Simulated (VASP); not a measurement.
# NaW (P6/mmm) in VASP: notebook

NaW is run at these levels: PBE; tasks: relaxation of cell and atoms, single point.

All numbers are computed with VASP 6.6.1; they aren't measurements. Logs are shortened: lines on timing, memory, paths and dates and some standing lists are left out, and cuts for length are marked.

## Step 1: The cell of the first run

It takes space group P6/mmm (No. 191, hexagonal). Conventional cell: a = 2.668 Å, b = 2.668 Å, c = 6.717 Å, α = 90.00°, β = 90.00°, γ = 120.00°. Na (site symmetry 6/mmm) has 6 Na at 2.67 Å and 2 W at 3.36 Å within 3.5 Å. Within 3.5 Å of W (site symmetry 6/mmm) lie 6 W at 2.67 Å and 2 Na at 3.36 Å.

The cell was generated, and may not be a known phase.

## Step 2: Relaxation of cell and atoms, PBE

File INCAR:

```
ALGO = Fast
EDIFF = 1E-6
EDIFFG = -0.04
ENCUT = 600
GGA = PE
IBRION = 2
ISIF = 3
ISMEAR = 0
LASPH = True
LCHARG = False
LREAL = False
LWAVE = False
NELM = 60
NSW = 90
PREC = Accurate
SIGMA = 0.1
```

File KPOINTS:

```
k-points
0
Gamma
  6 6 4
```

File POSCAR:

```
NaW
1.0
    2.6681049000      0.0000000000      0.0000000000
   -1.3340524500      2.3106466200      0.0000000000
    0.0000000000      0.0000000000      6.7170709700
Na W
1 1
Direct
    0.0000000000      0.0000000000      0.5000000000
    0.0000000000      0.0000000000      0.0000000000
```

Potentials or basis: VASP PAW PBE potentials, release 64 (Na_pv, W_sv).

The run is started by

```console
> cat potpaw_PBE.64/Na_pv/POTCAR potpaw_PBE.64/W_sv/POTCAR > POTCAR
> mpirun -np 1 vasp_std > vasp.out
```

OUTCAR:

```text
EDIFF = 1E-6
   EDIFFG = -0.04
   ENCUT = 600
   GGA = PE
   IBRION = 2
   ISIF = 3
   ISMEAR = 0
   LASPH = True
   LREAL = False
   NELM = 60
   NSW = 90
   PREC = Accurate

 ion  position               nearest neighbor table
   1  0.000  0.000  0.500-
   2  0.000  0.000  0.000-

  LATTYP: Found a hexagonal cell.
 ALAT       =     2.6681049000
 C/A-ratio  =     2.5175438080

  Lattice vectors:

 A1 = (   2.6681049000,   0.0000000000,   0.0000000000)
 A2 = (  -1.3340524500,   2.3106466200,   0.0000000000)
 A3 = (   0.0000000000,   0.0000000000,   6.7170709700)

Analysis of symmetry for initial positions (statically):
=====================================================================
 Subroutine PRICEL returns:
 Original cell was already a primitive cell.

 Routine SETGRP: Setting up the symmetry group for a
 hexagonal supercell.

 Subroutine GETGRP returns: Found 24 space group operations
 (whereof 24 operations were pure point group operations)
 out of a pool of 24 trial point group operations.

The static configuration has the point symmetry D_6h.

Analysis of symmetry for dynamics (positions and initial velocities):
=====================================================================
 Subroutine PRICEL returns:
 Original cell was already a primitive cell.

 Routine SETGRP: Setting up the symmetry group for a
 hexagonal supercell.

 Subroutine GETGRP returns: Found 24 space group operations
 (whereof 24 operations were pure point group operations)
 out of a pool of 24 trial point group operations.

The dynamic configuration has the point symmetry D_6h.

 Subroutine INISYM returns: Found 24 space group operations
 (whereof 24 operations are pure point group operations),
 and found     1 'primitive' translations

----------------------------------------------------------------------------------------

                                     Primitive cell

  volume of cell :      41.4111

  direct lattice vectors                    reciprocal lattice vectors
     2.668104900  0.000000000  0.000000000     0.374797857  0.216389644  0.000000000
    -1.334052450  2.310646620  0.000000000     0.000000000  0.432779288  0.000000000
     0.000000000  0.000000000  6.717070970     0.000000000  0.000000000  0.148874413

  length of vectors
     2.668104900  2.668104897  6.717070970     0.432779288  0.432779288  0.148874413

  position of ions in fractional coordinates (direct lattice)
     0.000000000  0.000000000  0.500000000
     0.000000000  0.000000000  0.000000000

  ion indices of the primitive-cell ions
   primitive index   ion index
                 1           1
                 2           2

----------------------------------------------------------------------------------------

 KPOINTS: k-points

Automatic generation of k-mesh.
 Grid dimensions read from file:
 generate k-points for:    6    6    4

 Generating k-lattice:

  Cartesian coordinates                     Fractional coordinates (reciprocal lattice)
     0.062466310  0.036064941  0.000000000     0.166666667 -0.000000000  0.000000000
     0.000000000  0.072129881  0.000000000     0.000000000  0.166666667  0.000000000
     0.000000000  0.000000000  0.037218603     0.000000000  0.000000000  0.250000000

  Length of vectors
     0.072129881  0.072129881  0.037218603

  Shift w.r.t. Gamma in fractional coordinates (k-lattice)
     0.000000000  0.000000000  0.000000000

 Subroutine IBZKPT returns following result:
 ===========================================

 Found     21 irreducible k-points:

 Following reciprocal coordinates:
            Coordinates               Weight
  0.000000  0.000000  0.000000      1.000000
  0.166667  0.000000  0.000000      6.000000
  0.333333  0.000000  0.000000      6.000000
  0.500000 -0.000000  0.000000      3.000000
  0.166667  0.166667  0.000000      6.000000
  0.333333  0.166667  0.000000     12.000000
[... 13 lines left out ...]
  0.333333  0.166667  0.500000     12.000000
  0.333333  0.333333  0.500000      2.000000
   k-points           NKPTS =     21   k-points in BZ     NKDIM =     21   number of bands    NBANDS=     14
   number of dos      NEDOS =    301   number of ions     NIONS =      2
   total plane-waves  NPLWV =  31104
   dimension x,y,z NGX =    24 NGY =   24 NGZ =   54
   dimension x,y,z NGXF=    48 NGYF=   48 NGZF=  108
   ions per type =               1   1
   NGX,Y,Z   is equivalent  to a cutoff of  14.95, 14.95, 13.36 a.u.
   NGXF,Y,Z  is equivalent  to a cutoff of  29.91, 29.91, 26.73 a.u.
 SYSTEM =  unknown system
   PREC   = accura    normal or accurate (medium, high low for compatibility)
   ISTART =      0    job   : 0-new  1-cont  2-samecut
   ICHARG =      2    charge: 1-file 2-atom 10-const
   ISPIN  =      1    spin polarized calculation?
   LNONCOLLINEAR =      F non collinear calculations
   LSORBIT =      F    spin-orbit coupling
   LASPH  =      T    aspherical Exc in radial PAW
   ENCUT  =  600.0 eV  44.10 Ry    6.64 a.u.   5.33  5.33 13.42*2*pi/ulx,y,z
   NELM   =     60;   NELMIN=  2; NELMDL= -5     # of ELM steps
   EDIFF  = 0.1E-05   stopping-criterion for ELM
   LREAL  =      F    real-space projection
   EDIFFG = -.4E-01   stopping-criterion for IOM
   NSW    =     90    number of steps for IOM
   IBRION =      2    ionic relax: 0-MD 1-quasi-New 2-CG
   NFREE  =      1    steps in history (QN), initial steepest desc. (CG)
   ISIF   =      3    stress and relaxation
   ISYM   =      2    0-nonsym 1-usesym 2-fastsym
   POTIM  = 0.5000    time-step for ionic-motion
   TEBEG  =    0.0;   TEEND  =   0.0 temperature during run
   PSTRESS=    0.0 pullay stress
   NELECT =      21.0000    total number of electrons
   NUPDOWN=      -1.0000    fix difference up-down
   EMIN   =  10.00;   EMAX   =-10.00  energy-range for DOS
   EFERMI =   0.00;   METHOD = LEGACY
   ISMEAR =     0;   SIGMA  =   0.10  broadening in eV -4-tet -1-fermi 0-gaus
   EFERMI_NEDOS =   21; number of points for ismear=-14 and -15
   IALGO  =     68    algorithm
   IMIX   =      4    mixing-type and parameters
     AMIX     =   0.40;   BMIX     =  1.00
     AMIX_MAG =   1.60;   BMIX_MAG =  1.00
  volume/ion in A,a.u.               =      20.71       139.73
  Fermi-wavevector in a.u.,A,eV,Ry     =   1.305497  2.467031 23.188707  1.704322
  Thomas-Fermi vector in A             =   2.436362
   LORBIT       =      0    0 simple, 1 ext, 2 COOP (PROOUT), +10 PAW based schemes
   GGA     = PE    functional components
   LHFCALC =     F    Hartree Fock is set to
   AEXX    =    0.0000 exact exchange contribution
   IVDW    =     0    specifies the selected vdW correction
   LEPSILON=     F    determine dielectric tensor
   LRPA    =     F    only Hartree local field effects (RPA)
 conjugate gradient relaxation of ions
 non-spin polarized calculation
 RMM-DIIS sequential band-by-band and
 Gauss-broadening in eV      SIGMA  =   0.10
  energy-cutoff  :      600.00
  volume of cell :       41.41
 maximum number of plane-waves:      1395
 NGX is ok and might be reduce to    24
   NGX = 11   NGY = 11   NGZ = 27

--------------------------------------- Ionic step        1  -------------------------------------------

 number of electron      21.0000004 magnetization

 Free energy of the ion-electron system (eV)
  ---------------------------------------------------
  ext. energy  EPLUGINS =         0.00000000
  ---------------------------------------------------
  free energy    TOTEN  =       -11.56237653 eV

  energy without entropy =      -11.55254576  energy(sigma->0) =      -11.55746115

------------------------ aborting loop because EDIFF is reached ----------------------------------------

  FORCE on cell =-STRESS in cart. coord.  units (eV):
  Direction    XX          YY          ZZ          XY          YZ          ZX
  --------------------------------------------------------------------------------------
  -------------------------------------------------------------------------------------
  Total        3.8433062      3.8433061     -4.0519338      0.0000000     -0.0000000      0.0000000
  in kB      148.6959690    148.6959686   -156.7676903      0.0000000     -0.0000000      0.0000000
  external PRESSURE =      46.8747491 kB  Pullay stress =       0.0000000 kB
[... 93 lines left out ...]
  energy  without entropy=      -11.8880226469  energy(sigma->0) =      -11.89471890

--------------------------------------- Ionic step        4  -------------------------------------------

 number of electron      21.0000005 magnetization

 E-fermi :   4.9181     XC(G=0):  -9.9393

 val. band max:        4.8557926215   @ k =   0.5000  -0.0000   0.5000
 cond. band min:       4.9540483070   @ k =   0.3333   0.0000   0.0000
 fundamental gap:      0.0982556855
 Fermi energy:         4.9180503305

 k-point     1 :       0.0000    0.0000    0.0000
  band No.  band energies     occupation
      1     -69.4311      2.00000
      2     -33.7886      2.00000
      3     -32.9782      2.00000
      4     -32.9782      2.00000
      5     -20.4769      2.00000
      6     -20.4769      2.00000
      7     -20.4744      2.00000
      8      -2.1701      2.00000
      9       1.2126      2.00000
     10       3.5548      2.00000
     11       4.6083      1.99999
     12       4.6083      1.99999
     13       5.7719      0.00000
     14       7.6814      0.00000
[... 479 lines left out ...]
  energy  without entropy=      -11.9957700111  energy(sigma->0) =      -12.00234863

--------------------------------------- Ionic step        8  -------------------------------------------

 number of electron      20.9999996 magnetization

 Free energy of the ion-electron system (eV)
  ---------------------------------------------------
  ext. energy  EPLUGINS =         0.00000000
  ---------------------------------------------------
  free energy    TOTEN  =       -12.01676699 eV

  energy without entropy =      -12.00343835  energy(sigma->0) =      -12.01010267

 E-fermi :   5.7374     XC(G=0): -10.4125

 val. band max:        5.6578089875   @ k =   0.5000  -0.0000   0.5000
 cond. band min:       5.7867203364   @ k =   0.3333   0.1667   0.0000
 fundamental gap:      0.1289113489
 Fermi energy:         5.7373810439

 k-point     1 :       0.0000    0.0000    0.0000
  band No.  band energies     occupation
      1     -68.5440      2.00000
      2     -32.9130      2.00000
      3     -32.0380      2.00000
      4     -32.0380      2.00000
      5     -19.4786      2.00000
      6     -19.4321      2.00000
      7     -19.4321      2.00000
      8      -1.6905      2.00000
      9       1.8527      2.00000
     10       4.4509      2.00000
     11       5.3550      2.00000
     12       5.3550      2.00000
     13       7.3207      0.00000
     14       8.7060      0.00000
[... 367 lines left out ...]
  FREE ENERGIE OF THE ION-ELECTRON SYSTEM (eV)
  ---------------------------------------------------
  free  energy   TOTEN  =       -12.0167669892 eV

  energy  without entropy=      -12.0034383453  energy(sigma->0) =      -12.01010267

 reached required accuracy - stopping structural energy minimisation
```

Run time: 99 s. Hardware: 1 thread of Oxide Virtual Turin-like, shared host; peak memory 0.16 GiB.

Results:

| Quantity | Value |
| --- | --- |
| Free energy | -12.0168 eV |
| Relaxed volume | 19.57 Å³/atom |
| Relaxed cell | a = 2.761 Å, b = 2.761 Å, c = 5.928 Å, α = 90.00°, β = 90.00°, γ = 120.00° |
| Space group after relaxing (to 0.1 Å) | P6/mmm (No. 191) |
| Energy gained by relaxing | 227.2 meV/atom |
| Ionic steps | 8 |
| Pressure after relaxing | 0.0 GPa |
| Band gap on the k mesh | zero (an odd number of electrons rules out a gap without spin polarisation) |

Step by step:
| step | energy change (eV) | largest force (eV/Å) | pressure (GPa) | volume (Å³) |
| --- | --- | --- | --- | --- |
| 1 | 0.0000 | 0.0000 | 4.69 | 41.41 |
| 2 | -0.2053 | 0.0000 | -10.72 | 44.61 |
| 3 | -0.3390 | 0.0000 | -6.86 | 43.49 |
| 4 | -0.3390 | 0.0000 | -6.45 | 43.39 |
| 5 | -0.4442 | 0.0000 | -0.99 | 39.21 |
| 6 | -0.4468 | 0.0000 | -1.88 | 39.70 |
| 7 | -0.4466 | 0.0000 | 2.03 | 38.59 |
| 8 | -0.4544 | 0.0000 | 0.00 | 39.14 |

Final structure:
```cif
data_structure
_symmetry_space_group_name_H-M 'P 1'
_symmetry_Int_Tables_number 1
_cell_length_a 2.7613
_cell_length_b 2.7613
_cell_length_c 5.9281
_cell_angle_alpha 90.000
_cell_angle_beta 90.000
_cell_angle_gamma 120.000
_cell_volume 39.14
loop_
_atom_site_label
_atom_site_type_symbol
_atom_site_fract_x
_atom_site_fract_y
_atom_site_fract_z
_atom_site_occupancy
Na1 Na 0.00000 0.00000 0.50000 1
W1 W 0.00000 0.00000 0.00000 1
```

Caveat: the k points lie up to 0.44 Å⁻¹ apart in the final cell, too coarse for converged energies and pressures of a metal; spin-orbit coupling is left out, which moves the levels of the heavy elements.

(Continued in part 2 of 2.)

The gap in the log of VASP goes by the Fermi energy; the results here count the filled bands.